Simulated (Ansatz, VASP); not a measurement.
**Ta in VASP and in Ansatz**

```xyz
2
Lattice="2.9004 0.0000 0.0000 -1.4502 2.5118 0.0000 0.0000 0.0000 5.1663" Properties=species:S:1:pos:R:3 pbc="T T T"
Ta    0.0000    1.6745    1.2916
Ta    1.4502    0.8373    3.8747
```

Alike in both runs: functional PBEsol; k mesh 11 × 11 × 5; occupations fermi-dirac, width 0.05 eV; non-collinear spin, spin-orbit coupling.

|  | VASP | Ansatz |
| --- | --- | --- |
| version | VASP 6.6.1 | Ansatz 0.2.0 |
| potentials or method | VASP PAW PBE potentials, release 64 (Ta_pv) | Ansatz PAW |
| plane-wave cutoff (eV) | 520 | 420 |
| valence electrons in the cell | 22 | 26 |
| task | single point | band structure |

```csv
,VASP,Ansatz,Ansatz less VASP
pressure (GPa),-7.4,-7.5,-0.08
"traceless stress, the component that is largest in VASP (GPa)",0.88,0.54,-0.334
net moment per atom (μB),0.00,0.00,0.000
```

VASP's potentials were made for PBE, not for PBEsol. VASP's potentials hold 22 valence electrons a cell and Ansatz's 26, so a difference there can come from the potentials and not from the codes.
